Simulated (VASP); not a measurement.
# HfBi3O (P6/mmm) in VASP: further runs, part 2 of 4

VASP 6.6.1. Earlier steps stand in the parts before.

## 3. Single point, PBE

Input file INCAR:

```
SYSTEM = HfBi3O
ALGO = Normal
EDIFF = 1E-6
ENCUT = 520
GGA = PE
ISIF = 2
ISMEAR = 0
LASPH = .TRUE.
LCHARG = .FALSE.
LREAL = .FALSE.
LWAVE = .FALSE.
NBANDS = 38
NELM = 80
PREC = Accurate
SIGMA = 0.1
```

Input file KPOINTS:

```
k-points
0
G
  3 3 4
  0 0 0
```

Input file POSCAR:

```
HfBi3O
1.0
    6.6213370718      0.0000000000      0.0000000000
   -3.3106685359      5.7342461112      0.0000000000
    0.0000000000      0.0000000000      3.8695805454
Hf Bi O
1 3 1
Direct
    0.0000000000      0.0000000000      0.0000000000
    0.5000000000      0.0000000000      0.0000000000
    0.0000000000      0.5000000000      0.0000000000
    0.5000000000      0.5000000000      0.0000000000
    0.0000000000      0.0000000000      0.5000000000
```

Potentials or basis: VASP PAW PBE potentials, release 64 (Hf_pv, Bi_d, O).

Run with:

```bash
$ cat potpaw_PBE.64/Hf_pv/POTCAR potpaw_PBE.64/Bi_d/POTCAR potpaw_PBE.64/O/POTCAR > POTCAR
$ mpirun -np 1 vasp_std > vasp.out
```

OUTCAR:

```text
SYSTEM = HfBi3O
   EDIFF = 1E-6
   ENCUT = 520
   GGA = PE
   ISIF = 2
   ISMEAR = 0
   LASPH = .TRUE.
   LREAL = .FALSE.
   NELM = 80
   PREC = Accurate

 ion  position               nearest neighbor table
   1  0.000  0.000  0.000-   5 1.93   5 1.93   2 3.31   2 3.31   4 3.31   3 3.31   3 3.31   4 3.31

   2  0.500  0.000  0.000-   1 3.31   1 3.31   4 3.31   4 3.31   3 3.31   3 3.31
   3  0.000  0.500  0.000-   4 3.31   4 3.31   1 3.31   1 3.31   2 3.31   2 3.31
   4  0.500  0.500  0.000-   3 3.31   3 3.31   1 3.31   2 3.31   2 3.31   1 3.31
   5  0.000  0.000  0.500-   1 1.93   1 1.93

  LATTYP: Found a hexagonal cell.
 ALAT       =     6.6213370718
 C/A-ratio  =     0.5844107472

  Lattice vectors:

 A1 = (   6.6213370718,   0.0000000000,   0.0000000000)
 A2 = (  -3.3106685359,   5.7342461112,   0.0000000000)
 A3 = (   0.0000000000,   0.0000000000,   3.8695805454)

Analysis of symmetry for initial positions (statically):
=====================================================================
 Subroutine PRICEL returns:
 Original cell was already a primitive cell.

 Routine SETGRP: Setting up the symmetry group for a
 hexagonal supercell.

 Subroutine GETGRP returns: Found 24 space group operations
 (whereof 24 operations were pure point group operations)
 out of a pool of 24 trial point group operations.

The static configuration has the point symmetry D_6h.

Analysis of symmetry for dynamics (positions and initial velocities):
=====================================================================
 Subroutine PRICEL returns:
 Original cell was already a primitive cell.

 Routine SETGRP: Setting up the symmetry group for a
 hexagonal supercell.

 Subroutine GETGRP returns: Found 24 space group operations
 (whereof 24 operations were pure point group operations)
 out of a pool of 24 trial point group operations.

The dynamic configuration has the point symmetry D_6h.

 Subroutine INISYM returns: Found 24 space group operations
 (whereof 24 operations are pure point group operations),
 and found     1 'primitive' translations

----------------------------------------------------------------------------------------

                                     Primitive cell

  volume of cell :     146.9217

  direct lattice vectors                    reciprocal lattice vectors
     6.621337072  0.000000000  0.000000000     0.151026898  0.087195420  0.000000000
    -3.310668536  5.734246111  0.000000000     0.000000000  0.174390841  0.000000000
     0.000000000  0.000000000  3.869580545     0.000000000  0.000000000  0.258425943

  length of vectors
     6.621337072  6.621337072  3.869580545     0.174390841  0.174390841  0.258425943

  position of ions in fractional coordinates (direct lattice)
     0.000000000  0.000000000  0.000000000
     0.500000000  0.000000000  0.000000000
     1.000000000  0.500000000  0.000000000
     0.500000000  0.500000000  0.000000000
     0.000000000  0.000000000  0.500000000

  ion indices of the primitive-cell ions
   primitive index   ion index
                 1           1
                 2           2
                 3           3
                 4           4
                 5           5

----------------------------------------------------------------------------------------

 KPOINTS: k-points

Automatic generation of k-mesh.
 Grid dimensions read from file:
 generate k-points for:    3    3    4

 Generating k-lattice:

  Cartesian coordinates                     Fractional coordinates (reciprocal lattice)
     0.050342299  0.029065140  0.000000000     0.333333333 -0.000000000  0.000000000
     0.000000000  0.058130280  0.000000000     0.000000000  0.333333333  0.000000000
     0.000000000  0.000000000  0.064606486     0.000000000  0.000000000  0.250000000

  Length of vectors
     0.058130280  0.058130280  0.064606486

  Shift w.r.t. Gamma in fractional coordinates (k-lattice)
     0.000000000  0.000000000  0.000000000

 Subroutine IBZKPT returns following result:
 ===========================================

 Found      9 irreducible k-points:

 Following reciprocal coordinates:
            Coordinates               Weight
  0.000000  0.000000  0.000000      1.000000
  0.333333 -0.000000  0.000000      6.000000
  0.333333  0.333333  0.000000      2.000000
  0.000000  0.000000  0.250000      2.000000
  0.333333 -0.000000  0.250000     12.000000
  0.333333  0.333333  0.250000      4.000000
  0.000000  0.000000  0.500000      1.000000
  0.333333 -0.000000  0.500000      6.000000
  0.333333  0.333333  0.500000      2.000000
   k-points           NKPTS =      9   k-points in BZ     NKDIM =      9   number of bands    NBANDS=     38
   number of dos      NEDOS =    301   number of ions     NIONS =      5
   total plane-waves  NPLWV =  75000
   dimension x,y,z NGX =    50 NGY =   50 NGZ =   30
   dimension x,y,z NGXF=   100 NGYF=  100 NGZF=   60
   ions per type =               1   3   1
   NGX,Y,Z   is equivalent  to a cutoff of  12.55, 12.55, 12.89 a.u.
   NGXF,Y,Z  is equivalent  to a cutoff of  25.11, 25.11, 25.78 a.u.
 SYSTEM =  HfBi3O
   PREC   = accura    normal or accurate (medium, high low for compatibility)
   ISTART =      0    job   : 0-new  1-cont  2-samecut
   ICHARG =      2    charge: 1-file 2-atom 10-const
   ISPIN  =      1    spin polarized calculation?
   LNONCOLLINEAR =      F non collinear calculations
   LSORBIT =      F    spin-orbit coupling
   LASPH  =      T    aspherical Exc in radial PAW
   ENCUT  =  520.0 eV  38.22 Ry    6.18 a.u.  12.31 12.31  7.19*2*pi/ulx,y,z
   NELM   =     80;   NELMIN=  2; NELMDL= -5     # of ELM steps
   EDIFF  = 0.1E-05   stopping-criterion for ELM
   LREAL  =      F    real-space projection
[... 7 lines left out ...]
   TEBEG  =    0.0;   TEEND  =   0.0 temperature during run
   PSTRESS=    0.0 pullay stress
   NELECT =      61.0000    total number of electrons
   NUPDOWN=      -1.0000    fix difference up-down
   EMIN   =  10.00;   EMAX   =-10.00  energy-range for DOS
   EFERMI =   0.00;   METHOD = LEGACY
   ISMEAR =     0;   SIGMA  =   0.10  broadening in eV -4-tet -1-fermi 0-gaus
   EFERMI_NEDOS =   21; number of points for ismear=-14 and -15
   IALGO  =     38    algorithm
   IMIX   =      4    mixing-type and parameters
     AMIX     =   0.40;   BMIX     =  1.00
     AMIX_MAG =   1.60;   BMIX_MAG =  1.00
  volume/ion in A,a.u.               =      29.38       198.30
  Fermi-wavevector in a.u.,A,eV,Ry     =   1.221301  2.307925 20.294134  1.491577
  Thomas-Fermi vector in A             =   2.356488
   LORBIT       =      0    0 simple, 1 ext, 2 COOP (PROOUT), +10 PAW based schemes
   GGA     = PE    functional components
   LHFCALC =     F    Hartree Fock is set to
   AEXX    =    0.0000 exact exchange contribution
   IVDW    =     0    specifies the selected vdW correction
   LEPSILON=     F    determine dielectric tensor
   LRPA    =     F    only Hartree local field effects (RPA)
 non-spin polarized calculation
 Gauss-broadening in eV      SIGMA  =   0.10
  energy-cutoff  :      520.00
  volume of cell :      146.92
 maximum number of plane-waves:      3968
 NGX is ok and might be reduce to    50
   NGX = 25   NGY = 25   NGZ = 15

 number of electron      60.9999990 magnetization

 Free energy of the ion-electron system (eV)
  ---------------------------------------------------
  ext. energy  EPLUGINS =         0.00000000
  ---------------------------------------------------
  free energy    TOTEN  =       -29.88997857 eV

  energy without entropy =      -29.86728990  energy(sigma->0) =      -29.87863424

 E-fermi :   5.2069     XC(G=0):  -9.5358

 val. band max:        5.1977327295   @ k =   0.3333   0.3333   0.2500
 cond. band min:       5.2232168769   @ k =   0.3333  -0.0000   0.5000
 fundamental gap:      0.0254841474
 Fermi energy:         5.2069103894

 k-point     1 :       0.0000    0.0000    0.0000
  band No.  band energies     occupation
      1     -26.3680      2.00000
      2     -26.3680      2.00000
      3     -26.3348      2.00000
      4     -17.7509      2.00000
      5     -17.6658      2.00000
      6     -17.6658      2.00000
[... 30 lines left out ...]
     37       8.1233      0.00000
     38       9.3884      0.00000
[... 326 lines left out ...]
     37       9.6649      0.00000
     38       9.8735      0.00000

------------------------ aborting loop because EDIFF is reached ----------------------------------------

  FORCE on cell =-STRESS in cart. coord.  units (eV):
  Direction    XX          YY          ZZ          XY          YZ          ZX
  --------------------------------------------------------------------------------------
  -------------------------------------------------------------------------------------
  Total       -0.3964686     -0.3964686     -0.6749295      0.0000000      0.0000000      0.0000000
  in kB       -4.3234805     -4.3234805     -7.3600895      0.0000000      0.0000000      0.0000000
  external PRESSURE =      -5.3356835 kB  Pullay stress =       0.0000000 kB

 VOLUME and BASIS-vectors are now :
 -----------------------------------------------------------------------------
  energy-cutoff  :      520.00
  volume of cell :      146.92
      direct lattice vectors                 reciprocal lattice vectors
     6.621337072  0.000000000  0.000000000     0.151026898  0.087195420  0.000000000
    -3.310668536  5.734246111  0.000000000     0.000000000  0.174390841  0.000000000
     0.000000000  0.000000000  3.869580545     0.000000000  0.000000000  0.258425943

 POSITION                                       TOTAL-FORCE (eV/Angst)
 -----------------------------------------------------------------------------------
      0.00000      0.00000      0.00000        -0.000000      0.000000      0.000000
      3.31067      0.00000      0.00000         0.000000      0.000000      0.000000
     -1.65533      2.86712      0.00000         0.000000      0.000000      0.000000
      1.65533      2.86712      0.00000        -0.000000      0.000000      0.000000
      0.00000      0.00000      1.93479         0.000000      0.000000      0.000000
 -----------------------------------------------------------------------------------
    total drift:                               -0.000000      0.000000     -0.000000

  FREE ENERGIE OF THE ION-ELECTRON SYSTEM (eV)
  ---------------------------------------------------
  free  energy   TOTEN  =       -29.8899785720 eV

  energy  without entropy=      -29.8672899006  energy(sigma->0) =      -29.87863424
```

Run time: 26 s. Hardware: 1 thread of Intel Xeon 6975P-C (Granite Rapids), shared host; peak memory 0.28 GiB.

Results:

```yaml
Free_energy: -29.8900 eV
Pressure: -0.5 GPa
Band_gap_on_the_k_mesh: zero (an odd number of electrons rules out a gap without spin polarisation)
```

Caveat: the k points lie up to 0.41 Å⁻¹ apart, too coarse for converged energies and pressures of a metal; spin-orbit coupling is left out, which moves the levels of the heavy elements; an odd number of electrons without spin polarisation forces a metal; a magnetic or distorted state may lie lower.

## 4. Single point, PBE

This run uses another cell than the first one, of 30.08 Å³/atom.

Input file INCAR:

```
PREC = Accurate
ENCUT = 520
EDIFF = 1E-7
ISMEAR = 0
SIGMA = 0.1
LREAL = False
LASPH = True
NELM = 100
ALGO = Normal
ISIF = 2
LWAVE = False
LCHARG = False
GGA = PE
NBANDS = 38
```

Input file KPOINTS:

```
Automatic mesh
0
Gamma
  6 6 2
```

Edit POSCAR of step 3 so:

```diff
@@ -2,5 +2,5 @@
 1.0
-    6.6213370718      0.0000000000      0.0000000000
-   -3.3106685359      5.7342461112      0.0000000000
-    0.0000000000      0.0000000000      3.8695805454
+    6.7798589746      0.0000000043      0.0000000000
+   -3.3899294910      5.8715301040      0.0000000000
+    0.0000000000      0.0000000000      3.7783217888
 Hf Bi O
```

Potentials or basis: VASP PAW PBE potentials, release 64 (Hf_pv, Bi_d, O).

Run with:

```bash
$ cat potpaw_PBE.64/Hf_pv/POTCAR potpaw_PBE.64/Bi_d/POTCAR potpaw_PBE.64/O/POTCAR > POTCAR
$ mpirun -np 1 vasp_std > vasp.out
```

OUTCAR:

```text
PREC = Accurate
   ENCUT = 520
   EDIFF = 1E-7
   ISMEAR = 0
   LREAL = False
   LASPH = True
   NELM = 100
   ISIF = 2
   GGA = PE

 ion  position               nearest neighbor table
   1  0.000  0.000  0.000-   5 1.89   5 1.89   2 3.39   2 3.39   3 3.39   3 3.39   4 3.39   4 3.39

   2  0.500  0.000  0.000-   1 3.39   1 3.39   4 3.39   4 3.39   3 3.39   3 3.39
   3  0.000  0.500  0.000-   4 3.39   4 3.39   1 3.39   1 3.39   2 3.39   2 3.39
   4  0.500  0.500  0.000-   3 3.39   3 3.39   2 3.39   2 3.39   1 3.39   1 3.39
   5  0.000  0.000  0.500-   1 1.89   1 1.89

  LATTYP: Found a hexagonal cell.
 ALAT       =     6.7798589746
 C/A-ratio  =     0.5572861918

  Lattice vectors:

 A1 = (   6.7798589746,   0.0000000043,   0.0000000000)
 A2 = (  -3.3899294910,   5.8715301040,   0.0000000000)
 A3 = (   0.0000000000,   0.0000000000,   3.7783217888)

Analysis of symmetry for initial positions (statically):
=====================================================================
 Subroutine PRICEL returns:
 Original cell was already a primitive cell.

 Routine SETGRP: Setting up the symmetry group for a
 hexagonal supercell.

 Subroutine GETGRP returns: Found 24 space group operations
 (whereof 24 operations were pure point group operations)
 out of a pool of 24 trial point group operations.

The static configuration has the point symmetry D_6h.

Analysis of symmetry for dynamics (positions and initial velocities):
=====================================================================
 Subroutine PRICEL returns:
 Original cell was already a primitive cell.

 Routine SETGRP: Setting up the symmetry group for a
 hexagonal supercell.

 Subroutine GETGRP returns: Found 24 space group operations
 (whereof 24 operations were pure point group operations)
 out of a pool of 24 trial point group operations.

The dynamic configuration has the point symmetry D_6h.

[... 111 lines left out ...]
   IMIX   =      4    mixing-type and parameters
     AMIX     =   0.40;   BMIX     =  1.00
     AMIX_MAG =   1.60;   BMIX_MAG =  1.00
  volume/ion in A,a.u.               =      30.08       203.00
  Fermi-wavevector in a.u.,A,eV,Ry     =   1.211791  2.289953 19.979312  1.468438
  Thomas-Fermi vector in A             =   2.347296
   LORBIT       =      0    0 simple, 1 ext, 2 COOP (PROOUT), +10 PAW based schemes
   GGA     = PE    functional components
   LHFCALC =     F    Hartree Fock is set to
   AEXX    =    0.0000 exact exchange contribution
   IVDW    =     0    specifies the selected vdW correction
   LEPSILON=     F    determine dielectric tensor
   LRPA    =     F    only Hartree local field effects (RPA)
 non-spin polarized calculation
 Gauss-broadening in eV      SIGMA  =   0.10
  energy-cutoff  :      520.00
  volume of cell :      150.41
 maximum number of plane-waves:      4074
   NGX = 25   NGY = 25   NGZ = 15

 number of electron      61.0000012 magnetization

 Free energy of the ion-electron system (eV)
  ---------------------------------------------------
  ext. energy  EPLUGINS =         0.00000000
  ---------------------------------------------------
  free energy    TOTEN  =       -30.65551320 eV

  energy without entropy =      -30.64492929  energy(sigma->0) =      -30.65022125

 E-fermi :   5.2009     XC(G=0):  -9.4274

 val. band max:        5.1313782785   @ k =   0.3333   0.1667   0.0000
 cond. band min:       5.2587707568   @ k =   0.5000  -0.0000   0.5000
 fundamental gap:      0.1273924783
 Fermi energy:         5.2009270468

 k-point     1 :       0.0000    0.0000    0.0000
  band No.  band energies     occupation
      1     -26.6436      2.00000
      2     -26.5644      2.00000
      3     -26.5644      2.00000
      4     -17.8585      2.00000
      5     -17.7836      2.00000
      6     -17.7836      2.00000
[... 563 lines left out ...]
     37       9.2521      0.00000
     38       9.8309      0.00000

------------------------ aborting loop because EDIFF is reached ----------------------------------------

  FORCE on cell =-STRESS in cart. coord.  units (eV):
  Direction    XX          YY          ZZ          XY          YZ          ZX
  --------------------------------------------------------------------------------------
  -------------------------------------------------------------------------------------
  Total        0.0250112      0.0250112     -0.7307223      0.0000000      0.0000000     -0.0000000
  in kB        0.2664250      0.2664250     -7.7838065      0.0000000      0.0000000     -0.0000000
  external PRESSURE =      -2.4169855 kB  Pullay stress =       0.0000000 kB

 VOLUME and BASIS-vectors are now :
 -----------------------------------------------------------------------------
  energy-cutoff  :      520.00
  volume of cell :      150.41
      direct lattice vectors                 reciprocal lattice vectors
     6.779858975  0.000000004  0.000000000     0.147495693  0.085156678  0.000000000
    -3.389929491  5.871530104  0.000000000    -0.000000000  0.170313356  0.000000000
     0.000000000  0.000000000  3.778321789     0.000000000  0.000000000  0.264667769

 POSITION                                       TOTAL-FORCE (eV/Angst)
 -----------------------------------------------------------------------------------
      0.00000      0.00000      0.00000        -0.000000      0.000000      0.000000
      3.38993      0.00000      0.00000        -0.000000      0.000000      0.000000
     -1.69496      2.93577      0.00000        -0.000000      0.000000      0.000000
      1.69496      2.93577      0.00000         0.000000      0.000000      0.000000
      0.00000      0.00000      1.88916        -0.000000      0.000000      0.000000
 -----------------------------------------------------------------------------------
    total drift:                               -0.000000      0.000000     -0.000000

  FREE ENERGIE OF THE ION-ELECTRON SYSTEM (eV)
  ---------------------------------------------------
  free  energy   TOTEN  =       -30.6555132008 eV

  energy  without entropy=      -30.6449292911  energy(sigma->0) =      -30.65022125
```

OSZICAR:

```text
N       E                     dE             d eps       ncg     rms          rms(c)
DAV:   1     0.683295144298E+03    0.68330E+03   -0.31308E+04  1064   0.178E+03
DAV:   2     0.530568463845E+02   -0.63024E+03   -0.61159E+03  1106   0.508E+02
DAV:   3    -0.308391721393E+02   -0.83896E+02   -0.82089E+02  1330   0.190E+02
DAV:   4    -0.348363343596E+02   -0.39972E+01   -0.39565E+01  1242   0.430E+01
DAV:   5    -0.350399538252E+02   -0.20362E+00   -0.20304E+00  1392   0.917E+00    0.600E+01
DAV:   6    -0.306988523392E+02    0.43411E+01   -0.20344E+01  1236   0.143E+01    0.526E+01
DAV:   7    -0.306707366147E+02    0.28116E-01   -0.18603E+00  1246   0.565E+00    0.252E+01
DAV:   8    -0.306622367598E+02    0.84999E-02   -0.16431E-01  1306   0.212E+00    0.236E+00
DAV:   9    -0.306562130035E+02    0.60238E-02   -0.67049E-02  1252   0.127E+00    0.998E-01
DAV:  10    -0.306554875046E+02    0.72550E-03   -0.56361E-03  1342   0.413E-01    0.533E-01
DAV:  11    -0.306555445141E+02   -0.57009E-04   -0.21451E-03  1318   0.182E-01    0.199E-01
DAV:  12    -0.306555145959E+02    0.29918E-04   -0.37464E-04  1298   0.108E-01    0.295E-02
DAV:  13    -0.306555148197E+02   -0.22386E-06   -0.53252E-05  1244   0.316E-02    0.245E-02
DAV:  14    -0.306555144711E+02    0.34860E-06   -0.48013E-06  1120   0.109E-02    0.362E-02
DAV:  15    -0.306555132209E+02    0.12502E-05   -0.73269E-06  1124   0.861E-03    0.613E-03
DAV:  16    -0.306555132008E+02    0.20178E-07   -0.41881E-07  1182   0.305E-03
   1 F= -.30655513E+02 E0= -.30650221E+02  d E =-.105839E-01
```

stdout:

```text
POSCAR found type information on POSCAR HfBiO
 POSCAR found :  3 types and       5 ions
 scaLAPACK will be used
 LDA part: xc-table for (Slater+PW92), standard interpolation
 POSCAR, INCAR and KPOINTS ok, starting setup
 FFT: planning ... GRIDC
 FFT: planning ... GRID_SOFT
 FFT: planning ... GRID
 WAVECAR not read
 entering main loop
```

Run time: 39 s. Hardware: 1 thread of Intel Xeon 6975P-C (Granite Rapids), shared host; peak memory 0.29 GiB.

Results:

```
Free energy            : -30.6555 eV
Pressure               : -0.2 GPa
Band gap on the k mesh : zero (an odd number of electrons rules out a gap without spin polarisation)
```

Caveat: the k points lie up to 0.83 Å⁻¹ apart, too coarse for converged energies and pressures of a metal; spin-orbit coupling is left out, which moves the levels of the heavy elements; an odd number of electrons without spin polarisation forces a metal; a magnetic or distorted state may lie lower.

[end of part 2 of 4]

The gap in the log of VASP goes by the Fermi energy; the results here count the filled bands.